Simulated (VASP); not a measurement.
Crystal: Si2BN.

```xyz
4
Lattice="3.0450 0.0000 0.0000 0.0000 3.0450 0.0000 0.0000 0.0000 4.0248" Properties=species:S:1:pos:R:3 pbc="T T T"
Si    1.5225    1.5225    2.0124
Si    0.0000    0.0000    0.0000
B     0.0000    0.0000    2.0124
N     1.5225    1.5225    0.0000
```

```yaml
Program: VASP 6.6.1
Task: relaxation of cell and atoms
Functional: PBE
Potentials_or_basis: VASP PAW PBE potentials, release 64 (Si, B, N)
Cutoff: 600 eV
k_mesh: 6 × 6 × 4
Occupations: gaussian, width 0.1 eV
Spin: no spin polarisation
```

At the start: pressure 0.8 GPa; volume 9.33 Å³/atom.

Where does the relaxation end?

Over 6 steps the energy falls by 14.7 meV/atom and the volume is 9.31 Å³/atom (-0.3 %); space group P4/mmm (No. 123, to 0.05 Å).

The path:
```tsv
step	energy change (eV)	largest force (eV/Å)	pressure (GPa)	volume (Å³)
1	0.0000	0.0000	0.81	37.32
2	-0.0555	0.0000	-1.53	37.55
3	-0.0566	0.0000	-1.77	37.58
4	-0.0567	0.0000	-1.83	37.59
5	-0.0582	0.0000	1.11	37.01
6	-0.0590	0.0000	0.00	37.22
```

Final structure:
```xyz
4
Lattice="2.9916 0.0000 0.0000 0.0000 2.9916 0.0000 0.0000 0.0000 4.1592" Properties=species:S:1:pos:R:3 pbc="T T T"
Si    1.4958    1.4958    2.0796
Si    0.0000    0.0000    0.0000
B     0.0000    0.0000    2.0796
N     1.4958    1.4958    0.0000
```

Caveat: the k points lie up to 0.38 Å⁻¹ apart in the final cell.
